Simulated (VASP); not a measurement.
A run of VASP 6.6.1 is set up as follows.

POSCAR

```
CdTe
1.0
    0.0000000000      3.0358983600      3.0665640000
    3.0358983600      0.0000000000      3.0665640000
    3.0358983600      3.0358983600      0.0000000000
Cd Te
1 1
Direct
    0.0000000000      0.0000000000      0.0000000000
    0.5000000000      0.5000000000      0.5000000000
```

File INCAR.step1:

```
SYSTEM = CdTe
ALGO     = Normal         ! electronic algorithm
EDIFF    = 1E-4           ! SCF threshold, eV
ENCUT    = 520            ! plane-wave cutoff, eV
GGA      = PE             ! functional
ISMEAR   = -1             ! smearing method
LASPH    = .TRUE.         ! aspherical terms in the spheres
LCHARG   = .FALSE.        ! write CHGCAR
LREAL    = .FALSE.        ! projectors in reciprocal space
LWAVE    = .TRUE.         ! write WAVECAR
NBANDS   = 16             ! bands
NELM     = 60             ! most SCF steps
PREC     = Accurate       ! precision mode
SIGMA    = 0.03           ! smearing width, eV
```

File INCAR.step2:

```
SYSTEM = CdTe
ALGO     = Normal         ! electronic algorithm
EDIFF    = 1E-8           ! SCF threshold, eV
ENCUT    = 520            ! plane-wave cutoff, eV
ISIF     = 2              ! what is computed and relaxed
ISMEAR   = -1             ! smearing method
ISTART   = 1            
LASPH    = .TRUE.         ! aspherical terms in the spheres
LCHARG   = .FALSE.        ! write CHGCAR
LEFG     = .TRUE.       
LMIXTAU  = .TRUE.       
LREAL    = .FALSE.        ! projectors in reciprocal space
LWAVE    = .FALSE.        ! write WAVECAR
METAGGA  = R2SCAN         ! meta-GGA
NBANDS   = 16             ! bands
NELM     = 60             ! most SCF steps
PREC     = Accurate       ! precision mode
SIGMA    = 0.03           ! smearing width, eV
```

File KPOINTS:

```
k-points
0
G
  10 10 10
  0 0 0
```

Potentials or basis: VASP PAW PBE potentials, release 64 (Cd, Te).

Command:

```console
$ cat potpaw_PBE.64/Cd/POTCAR potpaw_PBE.64/Te/POTCAR > POTCAR
$ cp INCAR.step1 INCAR
$ mpirun -np 1 vasp_std > vasp.out
$ cp INCAR.step2 INCAR
$ mpirun -np 1 vasp_std > vasp.out
```

Problem. Predict the pressure.

Solution. -0.1 GPa.

Problem. What does it give for the band gap on the k mesh?

Solution. Zero (band 9 reaches 3.88 eV, above the bottom of band 10 at 2.82 eV).

Electric field gradients, principal values (V/Å²):
| atom | least | middle | greatest (by size) |
| --- | --- | --- | --- |
| 1 Cd | -3.608 | -3.611 | 7.219 |
| 2 Te | 7.272 | 7.272 | -14.544 |

Caveat: the cell differs from its parent crystal (x and y stretched by -1 %, z held); without QUAD_EFG the Cq values of the log hold for a quadrupole moment of 1 mb, not for the nuclei; the PAW data sets were made with another functional, which shifts forces and pressure a little; spin-orbit coupling is left out, which moves the levels of the heavy elements.
